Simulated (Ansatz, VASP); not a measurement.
Two plane-wave programs on Bi2Se5

```xyz
7
Lattice="4.1269 0.0000 0.0000 -2.0635 3.5740 0.0000 0.0000 0.0000 15.2082" Properties=species:S:1:pos:R:3 pbc="T T T"
Bi    2.0635    1.1913   13.2566
Bi    0.0000    2.3827    1.9516
Se    0.0000    2.3827   11.6795
Se    0.0000    0.0000    6.5106
Se    0.0000    0.0000    8.6976
Se    2.0635    1.1913    3.5287
Se    0.0000    0.0000    0.0000
```

Alike in both runs: functional PBE; k mesh 3 × 3 × 1; occupations gaussian, width 0.15 eV; no spin polarisation.

Ansatz relaxed the structure, and its values are those at the end. VASP's run is a single point on that final structure, the one shown.

```csv
,VASP,Ansatz
version,VASP 6.6.1,Ansatz 0.2.0
potentials or method,"VASP PAW PBE potentials, release 64 (Bi_d, Se), cutoff 520 eV","scalar-relativistic, plane waves, PAW"
valence electrons in the cell,60,110
```

|  | VASP | Ansatz | Ansatz less VASP |
| --- | --- | --- | --- |
| gap on the k mesh at the Fermi level (eV) | none | none | - |
| pressure (GPa) | 0.3 | 0.3 | -0.04 |
| rms of the force components (eV/Å) | 0.037 | 0.027 | -0.0099 |

A gap of «none» marks a metal or a gap that the smearing closes. The functional is the same, so the differences come from potentials, cutoffs and numerics. VASP's potentials hold 60 valence electrons a cell and Ansatz's 110, so a difference there can come from the potentials and not from the codes.

The k mesh is coarse, so the values compare programs but aren't converged. Neither program's run includes spin-orbit coupling.
